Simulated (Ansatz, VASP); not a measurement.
## Two plane-wave programs on KI

INCAR

```
PREC = Accurate
ENCUT = 520
EDIFF = 1E-6
ISMEAR = -1
SIGMA = 0.02
LREAL = False
LASPH = True
NELM = 60
ALGO = Normal
ISIF = 2
LWAVE = False
LCHARG = False
GGA = PE
NBANDS = 15
```

The input KPOINTS:

```
Automatic mesh
0
Gamma
  6 6 6
```

Contents of POSCAR:

```
KI
1.0
    4.3598765083     -0.1142867907     -0.1142867907
   -0.1142867907      4.3598765083     -0.1142867907
   -0.1142867907     -0.1142867907      4.3598765083
K I
1 1
Direct
    0.0000000000      0.0000000000      0.0000000000
    0.5000000000      0.5000000000      0.5000000000
```

Input for Ansatz:

```yaml
crystal:
  lattice:
    - [4.3598765083, -0.1142867907, -0.1142867907]
    - [-0.1142867907, 4.3598765083, -0.1142867907]
    - [-0.1142867907, -0.1142867907, 4.3598765083]
  atoms:
    - { symbol: K, position: [0.0, 0.0, 0.0] }
    - { symbol: I, position: [0.5, 0.5, 0.5] }
kpoints:
  mp_grid: { grid: [6, 6, 6] }
  band_path:
    path:
      - [0.0, 0.0, 0.0]
      - [0.0, 0.5, 0.0]
      - [0.5, 0.5, 0.0]
      - [0.5, 0.5, 0.5]
      - [0.0, 0.5, 0.5]
    npoints: 1
hamiltonian:
  xc: pbe
scf:
  occupations: { method: fermi_dirac, width: 0.02 }
  n_extra_bands: 4
output:
  forces: true
  stress: true
  eigenvalues: true
  write_density: true
  write_potential: true
  elf: true
  volumetric_format: npy
```

Change from the starting cell: epitaxial_111 strain +4.3%.

Alike in both runs: task single point; functional PBE; k mesh 6 × 6 × 6; occupations fermi-dirac, width 0.02 eV; no spin polarisation.

|  | VASP | Ansatz |
| --- | --- | --- |
| version | VASP 6.6.1 | Ansatz 0.2.0 |
| potentials or method | VASP PAW PBE potentials, release 64 (K_sv, I) | plane waves, PAW |
| plane-wave cutoff (eV) | 520 | 420 |
| valence electrons in the cell | 16 | 26 |

|  | VASP | Ansatz | Ansatz less VASP |
| --- | --- | --- | --- |
| gap on the k mesh at the Fermi level (eV) | 3.24 | 3.25 | +0.003 |
| pressure (GPa) | 0.0 | 0.0 | -0.03 |
| traceless stress, the component that is largest in VASP (GPa) | 0.22 | 0.22 | -0.005 |

The functional is the same, so the differences come from potentials, cutoffs and numerics. VASP's potentials hold 16 valence electrons a cell and Ansatz's 26, so a difference there can come from the potentials and not from the codes.

Neither program's run includes spin-orbit coupling.
